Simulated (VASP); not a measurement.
Runs of VASP 6.6.1 on Pd. The structure is that of space group P6/mmm (No. 191), or close to it. The cells are those of the table. This isn't the form of Pd at room conditions, which is fcc.

```csv
task,cell,cutoff (eV),gap on the mesh (eV),pressure (GPa)
single point,"a = 4.351, b = 4.351, c = 2.586 Å, angles 90.0, 90.0, 120.0°, 3 atoms",520,none,(a)
single point,"a = 4.350, b = 4.350, c = 2.586 Å, angles 90.0, 90.0, 120.0°, 3 atoms",520,none,21.5
relaxation of cell and atoms,"relaxed to 22 GPa from a = 4.351, b = 4.351, c = 2.586 Å, angles 90.0, 90.0, 120.0°, 3 atoms",600,none,22.0
relaxation of cell and atoms,"relaxed to 22 GPa from a = 4.267, b = 4.267, c = 2.645 Å, angles 90.0, 90.0, 120.0°, 3 atoms",600,none,22.0
```

Alike in all rows: level PBE; potentials or basis VASP PAW PBE potentials, release 64 (Pd); no spin polarisation; k mesh 9 × 9 × 12; smearing fermi-dirac 0.08 eV.

**Question.** Fill in the values left out.

**Answer.** (a) 21.4.

Caveats: the cell stands under pressure (at least some runs); the cell is relaxed towards a set pressure, so the run minimises the enthalpy, not the energy (at least some runs).

A k mesh can miss the band edges, and the runs leave out spin-orbit coupling on Pd.

A gap of «none» marks levels without a gap at the run's occupations.
